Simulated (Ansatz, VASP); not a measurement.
# TiC: VASP beside Ansatz

```
CELL_PARAMETERS angstrom
0.00000 2.15930 2.15930
2.15930 0.00000 2.15930
2.15930 2.15930 0.00000
ATOMIC_POSITIONS crystal
Ti 0.03123 0.94775 0.98291
C 0.45643 0.51826 0.48334
```

Alike in both runs: task single point; functional PBE; k mesh 8 × 8 × 8; occupations gaussian, width 0.15 eV; no spin polarisation.

```csv
,VASP,Ansatz
version,VASP 6.6.1,Ansatz 0.2.0
potentials or method,"VASP PAW PBE potentials, release 64 (Ti_sv, C), cutoff 520 eV","plane waves, PAW"
valence electrons in the cell,16,16
```

|  | VASP | Ansatz | Ansatz less VASP |
| --- | --- | --- | --- |
| pressure (GPa) | 8.7 | 8.4 | -0.24 |
| traceless stress, the component that is largest in VASP (GPa) | -5.70 | -5.66 | +0.045 |
| rms of the force components (eV/Å) | 1.132 | 1.126 | -0.0058 |

Atom by atom the forces differ by 0.006 eV/Å (rms over components). Ansatz's warnings: stress scf threshold loose.
